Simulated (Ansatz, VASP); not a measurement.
## F in VASP and in Ansatz

Contents of INCAR:

```
SYSTEM = F
PREC = Accurate
ENCUT = 520
EDIFF = 1E-7
ISMEAR = 0
SIGMA = 0.05
LREAL = .FALSE.
LASPH = .TRUE.
NELM = 60
ALGO = Normal
ISIF = 2
LWAVE = .FALSE.
LCHARG = .FALSE.
GGA = PS
NBANDS = 22
```

Contents of KPOINTS:

```
regular mesh
0
G
  4 4 2
  0 0 0
```

Contents of POSCAR:

```
F
1.0
    2.9392099486     -1.8301892655     -0.2266972273
    2.9392099486      1.8301892655     -0.2266972273
   -2.1678804287      0.0000000000      7.3119330281
F
4
Direct
    0.0848459664      0.0848459664      0.0940038325
    0.9151540336      0.9151540336      0.9059961675
    0.5015719855      0.5015719855      0.5937195244
    0.4984280145      0.4984280145      0.4062804756
```

Input for Ansatz:

```yaml
crystal:
  lattice:
    - [2.9392099486, -1.8301892655, -0.2266972273]
    - [2.9392099486, 1.8301892655, -0.2266972273]
    - [-2.1678804287, 0.0, 7.3119330281]
  atoms:
    - { symbol: F, position: [0.0848459664, 0.0848459664, 0.0940038325] }
    - { symbol: F, position: [0.9151540336, 0.9151540336, 0.9059961675] }
    - { symbol: F, position: [0.5015719855, 0.5015719855, 0.5937195244] }
    - { symbol: F, position: [0.4984280145, 0.4984280145, 0.4062804756] }
basis:
  ecutwfc: 520.0
kpoints:
  mp_grid: { grid: [4, 4, 2] }
hamiltonian:
  xc: pbesol
scf:
  occupations: { method: gaussian, width: 0.05 }
output:
  forces: true
  stress: true
  eigenvalues: true
```

Change from the starting cell: volume 19.217 Å^3 an atom, stretch along a over the lengths across it, relative to the relaxed cell 0.9230.

Alike in both runs: task single point; functional PBEsol; k mesh 4 × 4 × 2; occupations gaussian, width 0.05 eV; no spin polarisation.

```csv
,VASP,Ansatz
version,VASP 6.6.1,Ansatz 0.2.0
potentials or method,"VASP PAW PBE potentials, release 64 (F), cutoff 520 eV","scalar-relativistic, plane waves, PAW"
valence electrons in the cell,28,28
```

```tsv
	VASP	Ansatz	Ansatz less VASP
gap on the k mesh at the Fermi level (eV)	2.72	2.79	+0.074
least direct gap on the mesh (eV)	2.78	2.86	+0.075
pressure (GPa)	-1.4	-1.6	-0.27
traceless stress, the component that is largest in VASP (GPa)	-1.42	-2.71	-1.289
rms of the force components (eV/Å)	0.240	0.463	+0.2229
```

VASP's potentials were made for PBE, not for PBEsol. Atom by atom the forces differ by 0.223 eV/Å (rms over components).

The k mesh is coarse, so the values compare programs but aren't converged.
